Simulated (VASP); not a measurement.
# TePb (Fm-3m) in VASP: a series of runs

Runs on TePb. Level: PBE+D4. Tasks: single point.

Program: VASP 6.6.1. These are calculated values, not measurements. Logs are shortened: lines on timing, memory, paths and dates and some standing lists are left out, and cuts for length are marked.

### Step 1. The cell of the first run

Symmetry: Fm-3m, No. 225, cubic system. The conventional cell has a = 6.454 Å, b = 6.454 Å, c = 6.454 Å, α = 90.00°, β = 90.00°, γ = 90.00°. Pb (site symmetry m-3m) has 6 Te at 3.23 Å within 4.2 Å. Within 4.2 Å of Te (site symmetry m-3m) lie 6 Pb at 3.23 Å.

### Step 2. Single point, PBE+D4

File INCAR:

```
SYSTEM = TePb
PREC     = Accurate       ! precision mode
ENCUT    = 500            ! plane-wave cutoff, eV
EDIFF    = 1E-6           ! SCF threshold, eV
ISMEAR   = 0              ! smearing method
SIGMA    = 0.05           ! smearing width, eV
LREAL    = .False.        ! projectors in reciprocal space
LASPH    = .True.         ! aspherical terms in the spheres
NELM     = 120            ! most SCF steps
ALGO     = Normal         ! electronic algorithm
ISIF     = 2              ! what is computed and relaxed
LWAVE    = .False.        ! write WAVECAR
LCHARG   = .False.        ! write CHGCAR
GGA      = PE             ! functional
IVDW     = 13             ! dispersion correction
NBANDS   = 17             ! bands
GGA_COMPAT= .False.
```

File KPOINTS:

```
regular mesh
0
Gamma
  6 6 6
  0 0 0
```

File POSCAR:

```
TePb
1.0
    0.0000000000      3.2270013417      3.2270013417
    3.2270013417      0.0000000000      3.2270013417
    3.2270013417      3.2270013417      0.0000000000
Pb Te
1 1
Direct
    0.5000000000      0.5000000000      0.5000000000
    0.0000000000      0.0000000000      0.0000000000
```

Potentials or basis: VASP PAW PBE potentials, release 64 (Pb_d, Te).

Launch:

```console
$ cat potpaw_PBE.64/Pb_d/POTCAR potpaw_PBE.64/Te/POTCAR > POTCAR
$ mpirun -np 1 vasp_std > vasp.out
```

OUTCAR:

```text
SYSTEM = TePb
   PREC = Accurate
   ENCUT = 500
   EDIFF = 1E-6
   ISMEAR = 0
   LREAL = .False.
   LASPH = .True.
   NELM = 120
   ISIF = 2
   GGA = PE
   IVDW = 13

 ion  position               nearest neighbor table
   1  0.500  0.500  0.500-   2 3.23   2 3.23   2 3.23   2 3.23   2 3.23   2 3.23
   2  0.000  0.000  0.000-   1 3.23   1 3.23   1 3.23   1 3.23   1 3.23   1 3.23

  LATTYP: Found a face centered cubic cell.
 ALAT       =     6.4540026834

  Lattice vectors:

 A1 = (   0.0000000000,   3.2270013417,   3.2270013417)
 A2 = (   3.2270013417,   0.0000000000,   3.2270013417)
 A3 = (   3.2270013417,   3.2270013417,   0.0000000000)

Analysis of symmetry for initial positions (statically):
=====================================================================
 Subroutine PRICEL returns:
 Original cell was already a primitive cell.

 Routine SETGRP: Setting up the symmetry group for a
 face centered cubic supercell.

 Subroutine GETGRP returns: Found 48 space group operations
 (whereof 48 operations were pure point group operations)
 out of a pool of 48 trial point group operations.

The static configuration has the point symmetry O_h .

Analysis of symmetry for dynamics (positions and initial velocities):
=====================================================================
 Subroutine PRICEL returns:
 Original cell was already a primitive cell.

 Routine SETGRP: Setting up the symmetry group for a
 face centered cubic supercell.

 Subroutine GETGRP returns: Found 48 space group operations
 (whereof 48 operations were pure point group operations)
 out of a pool of 48 trial point group operations.

The dynamic configuration has the point symmetry O_h .

 Subroutine INISYM returns: Found 48 space group operations
 (whereof 48 operations are pure point group operations),
 and found     1 'primitive' translations

----------------------------------------------------------------------------------------

                                     Primitive cell

  volume of cell :      67.2090

  direct lattice vectors                    reciprocal lattice vectors
     0.000000000  3.227001342  3.227001342    -0.154942607  0.154942607  0.154942607
     3.227001342  0.000000000  3.227001342     0.154942607 -0.154942607  0.154942607
     3.227001342  3.227001342  0.000000000     0.154942607  0.154942607 -0.154942607

  length of vectors
     4.563669063  4.563669063  4.563669063     0.268368467  0.268368467  0.268368467

  position of ions in fractional coordinates (direct lattice)
     0.500000000  0.500000000  0.500000000
     0.000000000  0.000000000  0.000000000

[... 68 lines left out ...]
   LREAL  =      F    real-space projection
   EDIFFG = 0.1E-04   stopping-criterion for IOM
   NSW    =      0    number of steps for IOM
   IBRION =     -1    ionic relax: 0-MD 1-quasi-New 2-CG
   NFREE  =      0    steps in history (QN), initial steepest desc. (CG)
   ISIF   =      2    stress and relaxation
   ISYM   =      2    0-nonsym 1-usesym 2-fastsym
   POTIM  = 0.5000    time-step for ionic-motion
   TEBEG  =    0.0;   TEEND  =   0.0 temperature during run
   PSTRESS=    0.0 pullay stress
   NELECT =      20.0000    total number of electrons
   NUPDOWN=      -1.0000    fix difference up-down
   EMIN   =  10.00;   EMAX   =-10.00  energy-range for DOS
   EFERMI =   0.00;   METHOD = LEGACY
   ISMEAR =     0;   SIGMA  =   0.05  broadening in eV -4-tet -1-fermi 0-gaus
   EFERMI_NEDOS =   21; number of points for ismear=-14 and -15
   IALGO  =     38    algorithm
   IMIX   =      4    mixing-type and parameters
     AMIX     =   0.40;   BMIX     =  1.00
     AMIX_MAG =   1.60;   BMIX_MAG =  1.00
  volume/ion in A,a.u.               =      33.60       226.77
  Fermi-wavevector in a.u.,A,eV,Ry     =   1.092972  2.065418 16.253352  1.194588
  Thomas-Fermi vector in A             =   2.229248
   LORBIT       =      0    0 simple, 1 ext, 2 COOP (PROOUT), +10 PAW based schemes
   GGA     = PE    functional components
   LHFCALC =     F    Hartree Fock is set to
   AEXX    =    0.0000 exact exchange contribution
   IVDW    =    13    specifies the selected vdW correction
   LEPSILON=     F    determine dielectric tensor
   LRPA    =     F    only Hartree local field effects (RPA)
 non-spin polarized calculation
 Gauss-broadening in eV      SIGMA  =   0.05
  energy-cutoff  :      500.00
  volume of cell :       67.21
 maximum number of plane-waves:      1724
 NGX is ok and might be reduce to    36
   NGX = 17   NGY = 17   NGZ = 17

 number of electron      20.0000002 magnetization

 Free energy of the ion-electron system (eV)
  ---------------------------------------------------
  ext. energy  EPLUGINS =         0.00000000
  ---------------------------------------------------
  free energy    TOTEN  =        -7.49865316 eV

  energy without entropy =       -7.49865316  energy(sigma->0) =       -7.49865316

 E-fermi :   5.9773     XC(G=0):  -9.3176

 val. band max:        5.6745286009   @ k =   0.5000   0.0000   0.0000
 cond. band min:       6.4015783607   @ k =   0.5000   0.0000   0.0000
 fundamental gap:      0.7270497598
 Fermi energy:         5.9773335284

 k-point     1 :       0.0000    0.0000    0.0000
  band No.  band energies     occupation
      1     -11.0557      2.00000
      2     -11.0557      2.00000
      3     -11.0462      2.00000
      4     -11.0462      2.00000
      5     -11.0462      2.00000
      6      -6.3771      2.00000
[... 297 lines left out ...]
      4     -11.0294      2.00000
      5     -11.0198      2.00000
      6      -4.5656      2.00000
[... 9 lines left out ...]
     16      16.4021      0.00000
     17      17.2381      0.00000

------------------------ aborting loop because EDIFF is reached ----------------------------------------

  DFT-D4 for vdW energy calculation

  Edisp (eV):   -0.87878

  FORCE on cell =-STRESS in cart. coord.  units (eV):
  Direction    XX          YY          ZZ          XY          YZ          ZX
  --------------------------------------------------------------------------------------
  -------------------------------------------------------------------------------------
  Total       0.12328     0.12328     0.12328     0.00000     0.00000    -0.00000
  in kB       2.93882     2.93882     2.93882     0.00000     0.00000    -0.00000
  external pressure =        2.94 kB  Pullay stress =        0.00 kB

 VOLUME and BASIS-vectors are now :
 -----------------------------------------------------------------------------
  energy-cutoff  :      500.00
  volume of cell :       67.21
      direct lattice vectors                 reciprocal lattice vectors
     0.000000000  3.227001342  3.227001342    -0.154942607  0.154942607  0.154942607
     3.227001342  0.000000000  3.227001342     0.154942607 -0.154942607  0.154942607
     3.227001342  3.227001342  0.000000000     0.154942607  0.154942607 -0.154942607

 POSITION                                       TOTAL-FORCE (eV/Angst)
 -----------------------------------------------------------------------------------
      3.22700      3.22700      3.22700         0.000000      0.000000     -0.000000
      0.00000      0.00000      0.00000         0.000000     -0.000000      0.000000
 -----------------------------------------------------------------------------------
    total drift:                                0.000000      0.000000      0.000000

  FREE ENERGIE OF THE ION-ELECTRON SYSTEM (eV)
  ---------------------------------------------------
  free  energy   TOTEN  =        -8.3774282922 eV

  energy  without entropy=       -8.3774282922  energy(sigma->0) =       -8.37742829
```

Wall time 19 s (1 thread of Intel Xeon 6975P-C, shared host); peak memory 0.2 GiB.

What came out:

```
Free energy                : -8.3774 eV
Pressure                   : 0.3 GPa
Band gap on the k mesh     : 0.73 eV, direct
Dispersion energy per atom : -0.439 eV
```

Caveat: spin-orbit coupling is left out, which moves the levels of the heavy elements. A k mesh can miss the band edges.

### Step 3. Single point, PBE+D4

This run uses another cell than the first one, of 33.74 Å³/atom, 1.004 times its volume.

File INCAR:

```
SYSTEM = TePb
ALGO = Normal
EDIFF = 1E-6
ENCUT = 500
GGA = PE
GGA_COMPAT = .FALSE.
ISIF = 2
ISMEAR = 0
IVDW = 13
LASPH = .TRUE.
LCHARG = .TRUE.
LELF = .TRUE.
LREAL = .FALSE.
LVHAR = .TRUE.
LWAVE = .FALSE.
NBANDS = 17
NELM = 120
PREC = Accurate
SIGMA = 0.05
```

File KPOINTS:

```
k-points
0
G
  6 6 6
  0 0 0
```

File POSCAR:

```
TePb
1.0
    0.0000000000      3.2312982860      3.2312982860
    3.2312982860      0.0000000000      3.2312982860
    3.2312982860      3.2312982860      0.0000000000
Pb Te
1 1
Direct
    0.5000000000      0.5000000000      0.5000000000
    0.0000000000      0.0000000000      0.0000000000
```

Potentials or basis: VASP PAW PBE potentials, release 64 (Pb_d, Te).

Launch:

```console
$ cat potpaw_PBE.64/Pb_d/POTCAR potpaw_PBE.64/Te/POTCAR > POTCAR
$ mpirun -np 1 vasp_std > vasp.out
```

It took 22 s on 1 thread of Intel Xeon 6975P-C, shared host; peak memory 0.2 GiB.

Results (log left out):

| Quantity | Value |
| --- | --- |
| Free energy | -8.3779 eV |
| Pressure | 0.1 GPa |
| Band gap on the k mesh | 0.74 eV, direct |
| Dispersion energy per atom | -0.438 eV |

Levels at points of the mesh, in eV from the valence-band top:
```tsv
k point	band 7	band 8	band 9	band 10	band 11	band 12	band 13	band 14
(0.00, 0.00, 0.00)	-5.60	-1.35	-1.35	-1.35	4.08	4.08	4.08	5.80
(0.50, 0.00, 0.00)	-8.59	-0.89	-0.89	0.00	0.74	1.27	1.27	8.39
(0.50, 0.50, 0.00)	-7.29	-4.50	-2.80	-2.80	3.29	5.47	5.47	6.71
```

Caveat: spin-orbit coupling is left out, which moves the levels of the heavy elements. A k mesh can miss the band edges.

### Step 4. Single point, PBE+D4

This run uses another cell than the first one, of 33.88 Å³/atom, 1.008 times its volume.

File INCAR:

```
SYSTEM = TePb
PREC     = Accurate       ! precision mode
ENCUT    = 500            ! plane-wave cutoff, eV
EDIFF    = 1E-6           ! SCF threshold, eV
ISMEAR   = 0              ! smearing method
SIGMA    = 0.05           ! smearing width, eV
LREAL    = .False.        ! projectors in reciprocal space
LASPH    = .True.         ! aspherical terms in the spheres
NELM     = 120            ! most SCF steps
ALGO     = Normal         ! electronic algorithm
ISIF     = 2              ! what is computed and relaxed
LWAVE    = .False.        ! write WAVECAR
LCHARG   = .True.         ! write CHGCAR
GGA      = PE             ! functional
IVDW     = 13             ! dispersion correction
LELF     = .True.         ! ELF
LVHAR    = .True.       
NBANDS   = 17             ! bands
GGA_COMPAT= .False.
```

File KPOINTS:

```
Automatic mesh
0
Gamma
  6 6 6
  0 0 0
```

File POSCAR:

```
TePb
1.0
    0.0000000000      3.2357686366      3.2357686366
    3.2357686366      0.0000000000      3.2357686366
    3.2357686366      3.2357686366      0.0000000000
Pb Te
1 1
Direct
    0.5000000000      0.5000000000      0.5000000000
    0.0000000000      0.0000000000      0.0000000000
```

Potentials or basis: VASP PAW PBE potentials, release 64 (Pb_d, Te).

Launch:

```console
$ cat potpaw_PBE.64/Pb_d/POTCAR potpaw_PBE.64/Te/POTCAR > POTCAR
$ mpirun -np 1 vasp_std > vasp.out
```

OUTCAR:

```text
SYSTEM = TePb
   PREC = Accurate
   ENCUT = 500
   EDIFF = 1E-6
   ISMEAR = 0
   LREAL = .False.
   LASPH = .True.
   NELM = 120
   ISIF = 2
   GGA = PE
   IVDW = 13

 ion  position               nearest neighbor table
   1  0.500  0.500  0.500-   2 3.24   2 3.24   2 3.24   2 3.24   2 3.24   2 3.24
   2  0.000  0.000  0.000-   1 3.24   1 3.24   1 3.24   1 3.24   1 3.24   1 3.24

  LATTYP: Found a face centered cubic cell.
 ALAT       =     6.4715372732

  Lattice vectors:

 A1 = (   0.0000000000,   3.2357686366,   3.2357686366)
 A2 = (   3.2357686366,   0.0000000000,   3.2357686366)
 A3 = (   3.2357686366,   3.2357686366,   0.0000000000)

Analysis of symmetry for initial positions (statically):
=====================================================================
 Subroutine PRICEL returns:
 Original cell was already a primitive cell.

 Routine SETGRP: Setting up the symmetry group for a
 face centered cubic supercell.

 Subroutine GETGRP returns: Found 48 space group operations
 (whereof 48 operations were pure point group operations)
 out of a pool of 48 trial point group operations.

The static configuration has the point symmetry O_h .

Analysis of symmetry for dynamics (positions and initial velocities):
=====================================================================
 Subroutine PRICEL returns:
 Original cell was already a primitive cell.

 Routine SETGRP: Setting up the symmetry group for a
 face centered cubic supercell.

 Subroutine GETGRP returns: Found 48 space group operations
 (whereof 48 operations were pure point group operations)
 out of a pool of 48 trial point group operations.

The dynamic configuration has the point symmetry O_h .

 Subroutine INISYM returns: Found 48 space group operations
 (whereof 48 operations are pure point group operations),
 and found     1 'primitive' translations

----------------------------------------------------------------------------------------

[... 103 lines left out ...]
     AMIX_MAG =   1.60;   BMIX_MAG =  1.00
  volume/ion in A,a.u.               =      33.88       228.63
  Fermi-wavevector in a.u.,A,eV,Ry     =   1.090011  2.059821 16.165395  1.188123
  Thomas-Fermi vector in A             =   2.226226
   LORBIT       =      0    0 simple, 1 ext, 2 COOP (PROOUT), +10 PAW based schemes
   GGA     = PE    functional components
   LHFCALC =     F    Hartree Fock is set to
   AEXX    =    0.0000 exact exchange contribution
   IVDW    =    13    specifies the selected vdW correction
   LEPSILON=     F    determine dielectric tensor
   LRPA    =     F    only Hartree local field effects (RPA)
 non-spin polarized calculation
 Gauss-broadening in eV      SIGMA  =   0.05
  energy-cutoff  :      500.00
  volume of cell :       67.76
 maximum number of plane-waves:      1759
 NGX is ok and might be reduce to    36
   NGX = 17   NGY = 17   NGZ = 17

 number of electron      20.0000003 magnetization

 Free energy of the ion-electron system (eV)
  ---------------------------------------------------
  ext. energy  EPLUGINS =         0.00000000
  ---------------------------------------------------
  free energy    TOTEN  =        -7.50591908 eV

  energy without entropy =       -7.50591908  energy(sigma->0) =       -7.50591908

 E-fermi :   5.8528     XC(G=0):  -9.2809

 val. band max:        5.5672026357   @ k =   0.5000   0.0000   0.0000
 cond. band min:       6.3115942780   @ k =   0.5000   0.0000   0.0000
 fundamental gap:      0.7443916423
 Fermi energy:         5.8527678026

 k-point     1 :       0.0000    0.0000    0.0000
  band No.  band energies     occupation
      1     -11.1478      2.00000
      2     -11.1478      2.00000
      3     -11.1389      2.00000
      4     -11.1389      2.00000
      5     -11.1389      2.00000
      6      -6.4146      2.00000
[... 297 lines left out ...]
      4     -11.1226      2.00000
      5     -11.1134      2.00000
      6      -4.6348      2.00000
[... 9 lines left out ...]
     16      16.2659      0.00000
     17      17.0903      0.00000

------------------------ aborting loop because EDIFF is reached ----------------------------------------

  DFT-D4 for vdW energy calculation

  Edisp (eV):   -0.87211

  FORCE on cell =-STRESS in cart. coord.  units (eV):
  Direction    XX          YY          ZZ          XY          YZ          ZX
  --------------------------------------------------------------------------------------
  -------------------------------------------------------------------------------------
  Total      -0.02221    -0.02221    -0.02221     0.00000    -0.00000     0.00000
  in kB      -0.52526    -0.52526    -0.52526     0.00000    -0.00000     0.00000
  external pressure =       -0.53 kB  Pullay stress =        0.00 kB

 VOLUME and BASIS-vectors are now :
 -----------------------------------------------------------------------------
  energy-cutoff  :      500.00
  volume of cell :       67.76
      direct lattice vectors                 reciprocal lattice vectors
     0.000000000  3.235768637  3.235768637    -0.154522791  0.154522791  0.154522791
     3.235768637  0.000000000  3.235768637     0.154522791 -0.154522791  0.154522791
     3.235768637  3.235768637  0.000000000     0.154522791  0.154522791 -0.154522791

 POSITION                                       TOTAL-FORCE (eV/Angst)
 -----------------------------------------------------------------------------------
      3.23577      3.23577      3.23577        -0.000000     -0.000000     -0.000000
      0.00000      0.00000      0.00000         0.000000      0.000000      0.000000
 -----------------------------------------------------------------------------------
    total drift:                                0.000000      0.000000      0.000000

  FREE ENERGIE OF THE ION-ELECTRON SYSTEM (eV)
  ---------------------------------------------------
  free  energy   TOTEN  =        -8.3780257867 eV

  energy  without entropy=       -8.3780257867  energy(sigma->0) =       -8.37802579
```

OSZICAR:

```text
N       E                     dE             d eps       ncg     rms          rms(c)
DAV:   1     0.142450551891E+03    0.14245E+03   -0.90874E+03   544   0.110E+03
DAV:   2     0.202998371591E+01   -0.14042E+03   -0.13668E+03   589   0.281E+02
DAV:   3    -0.738987606060E+01   -0.94199E+01   -0.93759E+01   701   0.782E+01
DAV:   4    -0.761878245287E+01   -0.22891E+00   -0.22882E+00   670   0.145E+01
DAV:   5    -0.762954422265E+01   -0.10762E-01   -0.10761E-01   830   0.286E+00    0.336E+00
DAV:   6    -0.750758395059E+01    0.12196E+00   -0.26566E-01   779   0.361E+00    0.205E+00
DAV:   7    -0.750410682981E+01    0.34771E-02   -0.82752E-02   699   0.138E+00    0.914E-01
DAV:   8    -0.750601418347E+01   -0.19074E-02   -0.96911E-03   658   0.101E+00    0.158E-01
DAV:   9    -0.750586984009E+01    0.14434E-03   -0.12248E-03   835   0.386E-01    0.707E-02
DAV:  10    -0.750591384338E+01   -0.44003E-04   -0.14302E-04   598   0.889E-02    0.204E-02
DAV:  11    -0.750591927955E+01   -0.54362E-05   -0.39087E-05   743   0.531E-02    0.167E-02
DAV:  12    -0.750591907877E+01    0.20078E-06   -0.26502E-06   622   0.927E-03
   1 F= -.83780258E+01 E0= -.83780258E+01  d E =-.356251E-17
```

Run time: 23 s. Hardware: 1 thread of Intel Xeon 6975P-C, shared host; peak memory 0.2 GiB.

Results:

```yaml
Free_energy: -8.3780 eV
Pressure: -0.1 GPa
Band_gap_on_the_k_mesh: 0.74 eV, direct
Dispersion_energy_per_atom: -0.436 eV
```

Levels at points of the mesh, in eV from the valence-band top:
```
           k point  band 7  band 8  band 9  band 10  band 11  band 12  band 13  band 14
(0.00, 0.00, 0.00)   -5.61   -1.33   -1.33    -1.33     4.07     4.07     4.07     5.81
(0.50, 0.00, 0.00)   -8.56   -0.87   -0.87     0.00     0.74     1.28     1.28     8.39
(0.50, 0.50, 0.00)   -7.29   -4.46   -2.77    -2.77     3.31     5.46     5.46     6.68
```

Caveat: spin-orbit coupling is left out, which moves the levels of the heavy elements.

### Step 5. Summary

```csv
cell,gap on the mesh (eV),pressure (GPa)
"a = 4.564 Å, angles 60.0°, 2 atoms",0.73,0.3
"a = 4.570 Å, angles 60.0°, 2 atoms",0.74,0.1
"a = 4.576 Å, angles 60.0°, 2 atoms",0.74,-0.1
```

Alike in all rows: task single point; level PBE+D4; potentials or basis VASP PAW PBE potentials, release 64 (Pb_d, Te); no spin polarisation; k mesh 6 × 6 × 6; cutoff (eV) 500; smearing gaussian 0.05 eV.

Caveats: spin-orbit coupling is left out, which moves the levels of the heavy elements.

Total energies depend on the potentials used, so only differences within one code and one set of settings carry meaning.
